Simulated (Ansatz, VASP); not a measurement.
**Two plane-wave programs on S**

The input INCAR:

```
SYSTEM = S
  PREC = Accurate
  ENCUT = 520
  EDIFF = 1E-6
  ISMEAR = 0
  SIGMA = 0.15
  LREAL = .FALSE.
  LASPH = .TRUE.
  NELM = 80
  ALGO = Normal
  ISIF = 2
  LWAVE = .FALSE.
  LCHARG = .TRUE.
  GGA = PE
  IVDW = 12
  LELF = .TRUE.
  LVHAR = .TRUE.
  NBANDS = 9
```

Contents of KPOINTS:

```
Automatic mesh
0
G
  22 22 22
  0 0 0
```

POSCAR

```
S
1.0
    0.0000000000      1.9319856250      2.1251841875
    1.9319856250      0.0000000000      2.1251841875
    1.9319856250      1.9319856250      0.0000000000
S
1
Direct
    0.0000000000      0.0000000000      0.0000000000
```

Input for Ansatz:

```yaml
crystal:
  lattice:
    - [0.0, 1.931985625, 2.1251841875]
    - [1.931985625, 0.0, 2.1251841875]
    - [1.931985625, 1.931985625, 0.0]
  atoms:
    - { symbol: S, position: [0.0, 0.0, 0.0] }
basis:
  ecutwfc: 420
kpoints:
  mp_grid: { grid: [22, 22, 22] }
hamiltonian:
  xc: pbe
  dispersion: d3bj
scf:
  occupations: { method: gaussian, width: 0.15 }
output:
  forces: true
  stress: true
  eigenvalues: true
```

Alike in both runs: task single point; functional PBE; dispersion D3(BJ); k mesh 22 × 22 × 22; occupations gaussian, width 0.15 eV; no spin polarisation.

```csv
,VASP,Ansatz
version,VASP 6.6.1,Ansatz 0.2.0
potentials or method,"VASP PAW PBE potentials, release 64 (S), cutoff 520 eV","scalar-relativistic, plane waves, PAW"
valence electrons in the cell,6,6
```

Ansatz gave:

| Property | Result |
| --- | --- |
| gap on the k mesh at the Fermi level (eV) | none |
| pressure (GPa) | -3.8 |
| traceless stress, the component that is largest in VASP (GPa) | 5.85 |

Q: Which values does VASP return?

A: gap on the k mesh at the Fermi level (eV): none; pressure (GPa): -3.9; traceless stress, the component that is largest in VASP (GPa): 5.86.

A gap of «none» marks a metal or a gap that the smearing closes.
